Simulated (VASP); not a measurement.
# Ge (Pm-3m) in VASP: a series of runs

The runs below take Ge through single point, with HSE06, PBE0, PBE, PBEsol-based global hybrid with 25 % exact exchange.

Everything below comes from runs of VASP 6.6.1. Logs are shortened: lines on timing, memory, paths and dates and some standing lists are left out, and cuts for length are marked.

## Step 1: The cell of the first run

Symmetry: Pm-3m, No. 221, cubic system. The conventional cell has a = 2.710 Å, b = 2.710 Å, c = 2.710 Å, α = 90.00°, β = 90.00°, γ = 90.00°. Within 3.6 Å of Ge (site symmetry m-3m) lie 6 Ge at 2.71 Å.

This isn't the form of Ge at room conditions, which is diamond.

## Step 2: Single point, HSE06

Input file POSCAR:

```
Ge
1.0
    2.7104700000      0.0000000000      0.0000000000
    0.0000000000      2.7104700000      0.0000000000
    0.0000000000      0.0000000000      2.7104700000
Ge
1
Direct
    0.0000000000      0.0000000000      0.0000000000
```

Input file INCAR.step1:

```
ALGO = Normal
EDIFF = 1E-5
ENCUT = 520
GGA = PE
ISIF = 2
ISMEAR = -1
LASPH = T
LREAL = F
LWAVE = T
NBANDS = 13
NELM = 60
PREC = Accurate
SIGMA = 0.05
```

Input file INCAR.step2:

```
ALGO = Normal
EDIFF = 1E-6
ENCUT = 520
GGA = PE
HFSCREEN = 0.2079
ISIF = 2
ISMEAR = -1
ISTART = 1
LASPH = T
LCHARG = T
LELF = T
LHFCALC = T
LREAL = F
LVHAR = T
LWAVE = F
NBANDS = 13
NELM = 60
PREC = Accurate
PRECFOCK = Normal
SIGMA = 0.05
```

Input file KPOINTS:

```
k-points
0
Gamma
  6 6 6
```

Potentials or basis: VASP PAW PBE potentials, release 64 (Ge_d).

The run is started by

```sh
> cat potpaw_PBE.64/Ge_d/POTCAR > POTCAR
> cp INCAR.step1 INCAR
> mpirun -np 1 vasp_std > vasp.out
> cp INCAR.step2 INCAR
> mpirun -np 1 vasp_std > vasp.out
```

OUTCAR:

```text
EDIFF = 1E-6
   ENCUT = 520
   GGA = PE
   HFSCREEN = 0.2079
   ISIF = 2
   ISMEAR = -1
   ISTART = 1
   LASPH = T
   LHFCALC = T
   LREAL = F
   NELM = 60
   PREC = Accurate
   PRECFOCK = Normal

 ion  position               nearest neighbor table
   1  0.000  0.000  0.000-

  LATTYP: Found a simple cubic cell.
 ALAT       =     2.7104700000

  Lattice vectors:

 A1 = (   2.7104700000,   0.0000000000,   0.0000000000)
 A2 = (   0.0000000000,   2.7104700000,   0.0000000000)
 A3 = (   0.0000000000,   0.0000000000,   2.7104700000)

Analysis of symmetry for initial positions (statically):
=====================================================================
 Subroutine PRICEL returns:
 Original cell was already a primitive cell.

 Routine SETGRP: Setting up the symmetry group for a
 simple cubic supercell.

 Subroutine GETGRP returns: Found 48 space group operations
 (whereof 48 operations were pure point group operations)
 out of a pool of 48 trial point group operations.

The static configuration has the point symmetry O_h .

Analysis of symmetry for dynamics (positions and initial velocities):
=====================================================================
 Subroutine PRICEL returns:
 Original cell was already a primitive cell.

 Routine SETGRP: Setting up the symmetry group for a
 simple cubic supercell.

 Subroutine GETGRP returns: Found 48 space group operations
 (whereof 48 operations were pure point group operations)
 out of a pool of 48 trial point group operations.

The dynamic configuration has the point symmetry O_h .

 Subroutine INISYM returns: Found 48 space group operations
 (whereof 48 operations are pure point group operations),
 and found     1 'primitive' translations

----------------------------------------------------------------------------------------

                                     Primitive cell

  volume of cell :      19.9129

  direct lattice vectors                    reciprocal lattice vectors
     2.710470000  0.000000000  0.000000000     0.368939704  0.000000000  0.000000000
     0.000000000  2.710470000  0.000000000     0.000000000  0.368939704  0.000000000
     0.000000000  0.000000000  2.710470000     0.000000000  0.000000000  0.368939704

  length of vectors
[... 86 lines left out ...]
   NELECT =      14.0000    total number of electrons
   NUPDOWN=      -1.0000    fix difference up-down
   EMIN   =  10.00;   EMAX   =-10.00  energy-range for DOS
   EFERMI =   0.00;   METHOD = LEGACY
   ISMEAR =    -1;   SIGMA  =   0.05  broadening in eV -4-tet -1-fermi 0-gaus
   EFERMI_NEDOS =   21; number of points for ismear=-14 and -15
   IALGO  =     38    algorithm
   IMIX   =      1    mixing-type and parameters
     AMIX     =   0.40;   BMIX     =  1.00
     AMIX_MAG =   1.60;   BMIX_MAG =  1.00
  volume/ion in A,a.u.               =      19.91       134.38
  Fermi-wavevector in a.u.,A,eV,Ry     =   1.455703  2.750881 28.831731  2.119072
  Thomas-Fermi vector in A             =   2.572707
   LORBIT       =      0    0 simple, 1 ext, 2 COOP (PROOUT), +10 PAW based schemes
   GGA     = PE    functional components
   LHFCALC =     T    Hartree Fock is set to
   PRECFOCK=normal    Normal, Fast or Accurate (Low or Medium for compatibility)
   ENCUT4O =  -1.0   cutoff for four orbital integrals eV
   NKREDX  =     1    reduce k-point grid by
   NKREDY  =     1    reduce k-point grid by
   NKREDZ  =     1    reduce k-point grid by
   AEXX    =    0.2500 exact exchange contribution
   HFSCREEN=    0.2079 screening length (either q_TF or 0.3 A-1)
   HFSCREENC=   0.2079 screening length for correlation (either q_TF or 0.3 A-1)
   ENCUTFOCK=  -1.0 apply spherical cutoff to Coloumb kernel
   IVDW    =     0    specifies the selected vdW correction
   LEPSILON=     F    determine dielectric tensor
   LRPA    =     F    only Hartree local field effects (RPA)
 non-spin polarized calculation
  energy-cutoff  :      520.00
  volume of cell :       19.91
 maximum number of plane-waves:       554
  NGX = 16; NGY = 16; NGZ = 16

 number of electron      13.9999968 magnetization

 Free energy of the ion-electron system (eV)
  ---------------------------------------------------
  ext. energy  EPLUGINS =         0.00000000
  ---------------------------------------------------
  free energy    TOTEN  =        -4.97339056 eV

  energy without entropy =       -4.96594140  energy(sigma->0) =       -4.96966598

 E-fermi :   5.9922     XC(G=0):  -9.0093

 val. band max:        5.5733380569   @ k =   0.5000   0.5000   0.5000
 cond. band min:       6.0180499685   @ k =   0.3333   0.3333   0.1667
 fundamental gap:      0.4447119116
 Fermi energy:         5.9921910751

 k-point     1 :       0.0000    0.0000    0.0000
  band No.  band energies     occupation
      1     -22.2781      2.00000
      2     -22.2781      2.00000
      3     -22.0335      2.00000
      4     -22.0335      2.00000
      5     -22.0335      2.00000
      6      -8.4676      2.00000
      7      13.2291      0.00000
      8      13.2291      0.00000
      9      13.2291      0.00000
     10      16.5223      0.00000
     11      16.5223      0.00000
     12      19.1211      0.00000
     13      35.7165      0.00000
[... 290 lines left out ...]
  band No.  band energies     occupation
      1     -22.1733      2.00000
      2     -22.1733      2.00000
      3     -22.1733      2.00000
      4     -21.9600      2.00000
      5     -21.9600      2.00000
      6       5.5733      1.99954
      7       6.2215      0.02016
      8       6.2215      0.02016
      9       6.2215      0.02016
     10      13.2067      0.00000
     11      13.2067      0.00000
     12      13.2067      0.00000
     13      15.9903      0.00000

------------------------ aborting loop because EDIFF is reached ----------------------------------------

  FORCE on cell =-STRESS in cart. coord.  units (eV):
  Direction    XX          YY          ZZ          XY          YZ          ZX
  --------------------------------------------------------------------------------------
  -------------------------------------------------------------------------------------
  Total       -0.3038107     -0.3038107     -0.3038107      0.0000000      0.0000000     -0.0000000
  in kB      -24.4444241    -24.4444241    -24.4444241      0.0000000      0.0000000     -0.0000000
  external PRESSURE =     -24.4444241 kB  Pullay stress =       0.0000000 kB

 VOLUME and BASIS-vectors are now :
 -----------------------------------------------------------------------------
  energy-cutoff  :      520.00
  volume of cell :       19.91
      direct lattice vectors                 reciprocal lattice vectors
     2.710470000  0.000000000  0.000000000     0.368939704  0.000000000  0.000000000
     0.000000000  2.710470000  0.000000000     0.000000000  0.368939704  0.000000000
     0.000000000  0.000000000  2.710470000     0.000000000  0.000000000  0.368939704

 POSITION                                       TOTAL-FORCE (eV/Angst)
 -----------------------------------------------------------------------------------
      0.00000      0.00000      0.00000         0.000000      0.000000      0.000000
 -----------------------------------------------------------------------------------
    total drift:                                0.000001      0.000001      0.000001

  FREE ENERGIE OF THE ION-ELECTRON SYSTEM (eV)
  ---------------------------------------------------
  free  energy   TOTEN  =        -4.9733905585 eV

  energy  without entropy=       -4.9659414036  energy(sigma->0) =       -4.96966598
```

OSZICAR.step1:

```text
N       E                     dE             d eps       ncg     rms          rms(c)
DAV:   1     0.635589432295E+02    0.63559E+02   -0.71580E+03   561   0.298E+03
DAV:   2     0.136832489072E+01   -0.62191E+02   -0.59211E+02   555   0.409E+02
DAV:   3    -0.419036890506E+01   -0.55587E+01   -0.55427E+01   580   0.718E+01
DAV:   4    -0.427692287815E+01   -0.86554E-01   -0.86546E-01   595   0.954E+00
DAV:   5    -0.427778574008E+01   -0.86286E-03   -0.86285E-03   595   0.104E+00    0.136E+00
DAV:   6    -0.427342512808E+01    0.43606E-02   -0.62335E-03   630   0.176E+00    0.778E-01
DAV:   7    -0.427233564644E+01    0.10895E-02   -0.45206E-03   630   0.124E+00    0.762E-02
DAV:   8    -0.427230699664E+01    0.28650E-04   -0.68573E-04   615   0.603E-01    0.314E-02
DAV:   9    -0.427230464663E+01    0.23500E-05   -0.24907E-05   614   0.103E-01
   1 F= -.42723046E+01 E0= -.42685844E+01  d E =-.744056E-02
```

Wall time 8.2 min (1 thread of Intel Xeon Platinum 8375C at 2.90GHz (Ice Lake), shared host); peak memory 0.23 GiB.

What came out:

- Free energy: -4.9734 eV
- Pressure: -2.4 GPa
- Band gap on the k mesh: zero (bands 7 and 8 overlap by 10.29 eV)

Levels at points of the mesh, in eV from the Fermi level:
```
           k point  band 4  band 5  band 6  band 7  band 8  band 9  band 10  band 11
(0.00, 0.00, 0.00)  -28.03  -28.03  -14.46    7.24    7.24    7.24    10.53    10.53
(0.50, 0.00, 0.00)  -28.08  -28.02  -10.27   -6.54   10.34   10.34    13.94    15.91
(0.50, 0.50, 0.00)  -28.08  -27.96   -5.69   -3.06   -3.06    3.27    13.37    20.23
(0.50, 0.50, 0.50)  -27.95  -27.95   -0.42    0.23    0.23    0.23     7.21     7.21
```

Caveat: the k points lie up to 0.39 Å⁻¹ apart, too coarse for converged energies and pressures of a metal; the PAW data sets were made with another functional, which shifts forces and pressure a little.

## Step 3: Single point, PBE0

POSCAR is that of step 2.

Input file INCAR.step1:

```
PREC     = Accurate       # precision mode
ENCUT    = 520            # plane-wave cutoff, eV
EDIFF    = 1E-5           # SCF threshold, eV
ISMEAR   = -1             # smearing method
SIGMA    = 0.05           # smearing width, eV
LREAL    = F              # projectors in reciprocal space
LASPH    = T              # aspherical terms in the spheres
NELM     = 60             # most SCF steps
ALGO     = Normal         # electronic algorithm
ISIF     = 2              # what is computed and relaxed
LWAVE    = T              # write WAVECAR
LCHARG   = F              # write CHGCAR
NBANDS   = 13             # bands
GGA      = PE             # functional
```

Input file INCAR.step2:

```
PREC     = Accurate       # precision mode
ENCUT    = 520            # plane-wave cutoff, eV
EDIFF    = 1E-6           # SCF threshold, eV
ISMEAR   = -1             # smearing method
SIGMA    = 0.05           # smearing width, eV
LREAL    = F              # projectors in reciprocal space
LASPH    = T              # aspherical terms in the spheres
NELM     = 60             # most SCF steps
ALGO     = Normal         # electronic algorithm
ISIF     = 2              # what is computed and relaxed
LWAVE    = F              # write WAVECAR
LCHARG   = F              # write CHGCAR
GGA      = PE             # functional
LHFCALC  = T              # exact exchange
AEXX     = 0.25           # exact-exchange fraction
PRECFOCK = Normal       
NBANDS   = 13             # bands
ISTART   = 1
```

Input file KPOINTS:

```
regular mesh
0
Gamma
  6 6 6
```

Potentials or basis: VASP PAW PBE potentials, release 64 (Ge_d).

The run is started by

```sh
> cat potpaw_PBE.64/Ge_d/POTCAR > POTCAR
> cp INCAR.step1 INCAR
> mpirun -np 1 vasp_std > vasp.out
> cp INCAR.step2 INCAR
> mpirun -np 1 vasp_std > vasp.out
```

Run time: 7.7 min. Hardware: 1 thread of Intel Xeon Platinum 8375C at 2.90GHz (Ice Lake), shared host; peak memory 0.14 GiB.

It converged, with:

- Free energy: -5.4489 eV
- Pressure: -2.8 GPa
- Band gap on the k mesh: zero (bands 7 and 8 overlap by 11.05 eV)

Levels at points of the mesh, in eV from the Fermi level:
```tsv
k point	band 5	band 6	band 7	band 8	band 9	band 10
(0.00, 0.00, 0.00)	-28.50	-14.97	7.57	7.57	7.57	10.87
(0.50, 0.00, 0.00)	-28.49	-10.78	-7.05	10.68	10.68	14.29
(0.50, 0.50, 0.00)	-28.43	-6.13	-3.48	-3.48	3.54	13.70
(0.50, 0.50, 0.50)	-28.42	-0.79	0.41	0.41	0.41	7.51
```

Caveat: the k points lie up to 0.39 Å⁻¹ apart, too coarse for converged energies and pressures of a metal; the PAW data sets were made with another functional, which shifts forces and pressure a little.

## Step 4: Single point, PBE

Input file INCAR:

```
SYSTEM = Ge
  PREC = Accurate
  ENCUT = 500
  EDIFF = 1E-6
  ISMEAR = -1
  SIGMA = 0.04
  LREAL = .False.
  LASPH = .True.
  NELM = 120
  ALGO = Normal
  ISIF = 2
  LWAVE = .False.
  LCHARG = .False.
  GGA = PE
  NBANDS = 13
  GGA_COMPAT = .False.
```

Input file KPOINTS:

```
Automatic mesh
0
Gamma
  6 6 6
  0 0 0
```

POSCAR is that of step 3.

The run is started by

```sh
> cat potpaw_PBE.64/Ge_d/POTCAR > POTCAR
> mpirun -np 1 vasp_std > vasp.out
```

Run time: 3.2 s. Hardware: 1 thread of Intel Xeon Platinum 8488C (Sapphire Rapids), shared host; peak memory 0.11 GiB.

It converged, with:

```yaml
Free_energy: -4.2707 eV
Pressure: -0.4 GPa
Band_gap_on_the_k_mesh: zero (bands 7 and 8 overlap by 9.10 eV)
```

Levels at points of the mesh, in eV from the Fermi level:
| k point | band 3 | band 4 | band 5 | band 6 | band 7 | band 8 | band 9 | band 10 | band 11 | band 12 |
| --- | --- | --- | --- | --- | --- | --- | --- | --- | --- | --- |
| (0.00, 0.00, 0.00) | -24.52 | -24.52 | -24.52 | -12.81 | 6.51 | 6.51 | 6.51 | 9.94 | 9.94 | 12.35 |
| (0.50, 0.00, 0.00) | -24.58 | -24.57 | -24.52 | -9.10 | -5.65 | 9.35 | 9.35 | 13.15 | 15.10 | 16.22 |
| (0.50, 0.50, 0.00) | -24.58 | -24.58 | -24.45 | -5.17 | -2.60 | -2.60 | 3.11 | 12.14 | 19.26 | 19.26 |
| (0.50, 0.50, 0.50) | -24.66 | -24.44 | -24.44 | -0.64 | 0.25 | 0.25 | 0.25 | 6.82 | 6.82 | 6.82 |

Caveat: the k points lie up to 0.39 Å⁻¹ apart, too coarse for converged energies and pressures of a metal.

## Step 5: Single point, PBEsol-based global hybrid with 25 % exact exchange

This run uses another cell than the first one, of 19.01 Å³/atom.

Input file POSCAR:

```
Ge
1.0
    2.6687193198      0.0000000000      0.0000000000
    0.0000000000      2.6687193198      0.0000000000
    0.0000000000      0.0000000000      2.6687193198
Ge
1
Direct
    0.0000000000      0.0000000000      0.0000000000
```

Edit INCAR.step1 of step 3 so:

```diff
@@ -12,3 +12,3 @@
 LCHARG   = F              # write CHGCAR
+GGA      = PE             # functional
 NBANDS   = 13             # bands
-GGA      = PE             # functional
```

Edit INCAR.step2 of step 3 so:

```diff
@@ -12,3 +12,3 @@
 LCHARG   = F              # write CHGCAR
-GGA      = PE             # functional
+GGA      = PS             # functional
 LHFCALC  = T              # exact exchange
@@ -16,3 +16,3 @@
 PRECFOCK = Normal       
+ISTART   = 1            
 NBANDS   = 13             # bands
-ISTART   = 1
```

Input file KPOINTS:

```
regular mesh
0
Gamma
  5 5 5
```

The run is started by

```sh
> cat potpaw_PBE.64/Ge_d/POTCAR > POTCAR
> cp INCAR.step1 INCAR
> mpirun -np 1 vasp_std > vasp.out
> cp INCAR.step2 INCAR
> mpirun -np 1 vasp_std > vasp.out
```

Wall time 3.5 min (1 thread of Intel Xeon Platinum 8259CL at 2.50GHz (Skylake/Cascade Lake), shared host); peak memory 0.13 GiB.

It converged, with:

* Free energy: -5.9659 eV
* Pressure: 0.0 GPa
* Band gap on the k mesh: zero (bands 7 and 8 overlap by 10.06 eV)

Levels at points of the mesh, in eV from the Fermi level:
```tsv
k point	band 2	band 3	band 4	band 5	band 6	band 7	band 8	band 9	band 10	band 11
(0.00, 0.00, 0.00)	-27.53	-27.25	-27.25	-27.25	-14.25	9.01	9.01	9.01	12.27	12.27
```

Caveat: the k points lie up to 0.47 Å⁻¹ apart, too coarse for converged energies and pressures of a metal; the PAW data sets were made with another functional, which shifts forces and pressure a little.

## Step 6: Overview

```csv
level,cell,k mesh,cutoff (eV),smearing,grid for exact exchange (PRECFOCK),share of exact exchange,screening parameter,gap on the mesh (eV),pressure (GPa)
HSE06,"a = 2.710 Å, 1 atom",6 × 6 × 6,520,fermi-dirac 0.05 eV,Normal,0.25,0.2079 1/Å,none,-2.4
PBE0,"a = 2.710 Å, 1 atom",6 × 6 × 6,520,fermi-dirac 0.05 eV,Normal,0.25,-,none,-2.8
PBE,"a = 2.710 Å, 1 atom",6 × 6 × 6,500,fermi-dirac 0.04 eV,-,-,-,none,-0.4
PBEsol-based global hybrid with 25 % exact exchange,"a = 2.669 Å, 1 atom",5 × 5 × 5,520,fermi-dirac 0.05 eV,Normal,0.25,-,none,0.0
```

Alike in all rows: task single point; potentials or basis VASP PAW PBE potentials, release 64 (Ge_d); no spin polarisation.

Caveats: all runs use coarse meshes; the PAW data sets were made with another functional, which shifts forces and pressure a little (at least some runs).

Absolute energies hang on the potentials; compare differences alone.
